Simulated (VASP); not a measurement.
# Sc (Im-3m) in VASP: further runs, part 2 of 2

VASP 6.6.1.

**4. Single point, RPBE (volume scaled by 0.96)**

The input, INCAR:

```
SYSTEM = Sc
PREC = Accurate
ENCUT = 520
EDIFF = 1E-7
ISMEAR = -1
SIGMA = 0.1
LREAL = .False.
LASPH = .True.
NELM = 80
ALGO = Normal
ISIF = 2
LWAVE = .False.
LCHARG = .True.
GGA = RP
LELF = .True.
LVHAR = .True.
NBANDS = 12
```

The input, KPOINTS:

```
regular mesh
0
Gamma
  13 13 13
  0 0 0
```

The input, POSCAR:

```
Sc
1.0
   -1.8394427350      1.8394427350      1.8394427350
    1.8394427350     -1.8394427350      1.8394427350
    1.8394427350      1.8394427350     -1.8394427350
Sc
1
Direct
    0.0000000000      0.0000000000      0.0000000000
```

Potentials or basis: VASP PAW PBE potentials, release 64 (Sc_sv).

Started as:

```sh
$ cat potpaw_PBE.64/Sc_sv/POTCAR > POTCAR
$ mpirun -np 1 vasp_std > vasp.out
```

OUTCAR:

```text
SYSTEM = Sc
   PREC = Accurate
   ENCUT = 520
   EDIFF = 1E-7
   ISMEAR = -1
   LREAL = .False.
   LASPH = .True.
   NELM = 80
   ISIF = 2
   GGA = RP

 ion  position               nearest neighbor table
   1  0.000  0.000  0.000-

  LATTYP: Found a body centered cubic cell.
 ALAT       =     3.6788854700

  Lattice vectors:

 A1 = (  -1.8394427350,   1.8394427350,   1.8394427350)
 A2 = (   1.8394427350,  -1.8394427350,   1.8394427350)
 A3 = (   1.8394427350,   1.8394427350,  -1.8394427350)

Analysis of symmetry for initial positions (statically):
[... 528 lines left out ...]
      5       1.0467      2.00000
      6       4.2540      0.03258
      7       4.3440      0.01337
      8       6.6115      0.00000
      9       6.8417      0.00000
     10       7.2805      0.00000
     11      13.3964      0.00000
     12      14.9878      0.00000

 [... further k-points ...]
[... 5 lines left out ...]
  --------------------------------------------------------------------------------------
  -------------------------------------------------------------------------------------
  Total        0.3398183      0.3398183      0.3398183      0.0000000     -0.0000000      0.0000000
  in kB       21.8694863     21.8694863     21.8694863      0.0000000     -0.0000000      0.0000000
  external PRESSURE =      21.8694863 kB  Pullay stress =       0.0000000 kB

 VOLUME and BASIS-vectors are now :
 -----------------------------------------------------------------------------
  energy-cutoff  :      520.00
  volume of cell :       24.90
      direct lattice vectors                 reciprocal lattice vectors
    -1.839442735  1.839442735  1.839442735     0.000000000  0.271821455  0.271821455
     1.839442735 -1.839442735  1.839442735     0.271821455  0.000000000  0.271821455
     1.839442735  1.839442735 -1.839442735     0.271821455  0.271821455  0.000000000

 POSITION                                       TOTAL-FORCE (eV/Angst)
 -----------------------------------------------------------------------------------
      0.00000      0.00000      0.00000         0.000000      0.000000      0.000000
 -----------------------------------------------------------------------------------
    total drift:                               -0.000000      0.000000      0.000000

  FREE ENERGIE OF THE ION-ELECTRON SYSTEM (eV)
  ---------------------------------------------------
  free  energy   TOTEN  =        -5.8788495393 eV

  energy  without entropy=       -5.7995927048  energy(sigma->0) =       -5.83922112
```

OSZICAR:

```text
N       E                     dE             d eps       ncg     rms          rms(c)
DAV:   1     0.757743691448E+02    0.75774E+02   -0.51179E+03  2016   0.892E+02
DAV:   2    -0.509608668633E+01   -0.80870E+02   -0.79309E+02  2024   0.289E+02
DAV:   3    -0.657609314860E+01   -0.14800E+01   -0.14588E+01  2616   0.511E+01
DAV:   4    -0.660196929601E+01   -0.25876E-01   -0.25866E-01  2504   0.547E+00
DAV:   5    -0.660234669262E+01   -0.37740E-03   -0.37739E-03  2668   0.649E-01    0.522E+00
DAV:   6    -0.595907370989E+01    0.64327E+00   -0.92630E-01  3016   0.142E+01    0.157E+00
DAV:   7    -0.588343856059E+01    0.75635E-01   -0.18583E-01  3108   0.605E+00    0.666E-01
DAV:   8    -0.588015479875E+01    0.32838E-02   -0.20941E-02  2864   0.213E+00    0.227E-01
DAV:   9    -0.587884759209E+01    0.13072E-02   -0.42387E-03  2928   0.944E-01    0.291E-02
DAV:  10    -0.587885218362E+01   -0.45915E-05   -0.73945E-05  3100   0.101E-01    0.110E-02
DAV:  11    -0.587884918222E+01    0.30014E-05   -0.79024E-06  3056   0.420E-02    0.126E-03
DAV:  12    -0.587884953506E+01   -0.35285E-06   -0.78367E-08  1768   0.307E-03    0.386E-04
DAV:  13    -0.587884953929E+01   -0.42298E-08   -0.17392E-08  1112   0.152E-03
   1 F= -.58788495E+01 E0= -.58392211E+01  d E =-.792568E-01
```

stdout:

```text
POSCAR found type information on POSCAR Sc
 POSCAR found :  1 types and       1 ions
 scaLAPACK will be used
 -----------------------------------------------------------------------------
|                                                                             |
|                                                                             |
|     You enforced a specific xc type in the INCAR file but a different       |
|     I HOPE YOU KNOW WHAT YOU ARE DOING!                                     |
|                                                                             |
 -----------------------------------------------------------------------------

 LDA part: xc-table for (Slater+PW92), standard interpolation
 POSCAR, INCAR and KPOINTS ok, starting setup
 FFT: planning ... GRIDC
 FFT: planning ... GRID_SOFT
 FFT: planning ... GRID
 WAVECAR not read
 entering main loop
```

Wall time 6.9 s (1 thread of Intel Xeon 6975P-C (Granite Rapids), shared host); peak memory 0.14 GiB.

What came out:

| Item | Value |
| --- | --- |
| Free energy | -5.8788 eV |
| Pressure | 2.2 GPa |

Caveat: the PAW data sets were made with another functional, which shifts forces and pressure a little.

**5. Overview**

```tsv
cell	gap on the mesh (eV)	pressure (GPa)
a = 3.095 Å, angles 109.5°, 1 atom	none	7.8
a = 3.141 Å, angles 109.5°, 1 atom	none	4.8
a = 3.186 Å, angles 109.5°, 1 atom	none	2.2
```

Alike in all rows: task single point; level RPBE; potentials or basis VASP PAW PBE potentials, release 64 (Sc_sv); no spin polarisation; k mesh 13 × 13 × 13; cutoff (eV) 520; smearing fermi-dirac 0.1 eV.

Caveats: the PAW data sets were made with another functional, which shifts forces and pressure a little.

Total energies depend on the potentials used, so only differences within one code and one set of settings carry meaning.
